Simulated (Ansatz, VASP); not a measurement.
## Ir: VASP beside Ansatz

File INCAR:

```
ALGO = Fast
EDIFF = 1E-6
ENCUT = 520
GGA = PE
ISIF = 2
ISMEAR = 0
LASPH = True
LCHARG = True
LELF = True
LREAL = False
LVHAR = True
LWAVE = False
NBANDS = 10
NELM = 100
PREC = Accurate
SIGMA = 0.15
```

File KPOINTS:

```
k-points
0
Gamma
  20 20 20
```

The input POSCAR:

```
Ir
1.0
   -0.0338656780      1.9351816027      1.6449043623
    1.9351816027     -0.0338656780      1.6449043623
    1.9013159247      1.9013159247      0.0000000000
Ir
1
Direct
    0.0000000000      0.0000000000      0.0000000000
```

Input for Ansatz:

```yaml
crystal:
  lattice:
    - [-0.033865678, 1.9351816027, 1.6449043623]
    - [1.9351816027, -0.033865678, 1.6449043623]
    - [1.9013159247, 1.9013159247, 0.0]
  atoms:
    - { symbol: Ir, position: [0.0, 0.0, 0.0] }
basis:
  ecutwfc: 420
kpoints:
  mp_grid: { grid: [20, 20, 20] }
hamiltonian:
  xc: pbe
  pseudopotentials: { kind: paw, azcp: { folder: soft_1 } }
scf:
  occupations: { method: gaussian, width: 0.15 }
output:
  forces: true
  stress: true
  eigenvalues: true
```

Change from the starting cell: engineering shear strain xy -0.0350, normal strain along z -0.1500.

Alike in both runs: task single point; functional PBE; k mesh 20 × 20 × 20; occupations gaussian, width 0.15 eV; no spin polarisation.

|  | VASP | Ansatz |
| --- | --- | --- |
| version | VASP 6.6.1 | Ansatz 0.2.0 |
| potentials or method | VASP PAW PBE potentials, release 64 (Ir), cutoff 520 eV | scalar-relativistic, plane waves, PAW |
| valence electrons in the cell | 9 | 17 |

Ansatz gave:

```
gap on the k mesh at the Fermi level (eV)                     : none
pressure (GPa)                                                : 91.8
traceless stress, the component that is largest in VASP (GPa) : 43.93
```

Problem. What did VASP give for the same quantities?

Solution. gap on the k mesh at the Fermi level (eV): none; pressure (GPa): 93.8; traceless stress, the component that is largest in VASP (GPa): 43.86.

A gap of «none» marks a metal or a gap that the smearing closes. Both programs put the cell under a high pressure, so it lies far from rest at this level. VASP's potentials hold 9 valence electrons a cell and Ansatz's 17, so a difference there can come from the potentials and not from the codes.

Spin-orbit coupling is off throughout. Noted on VASP's run: the cell as given lies far from equilibrium.
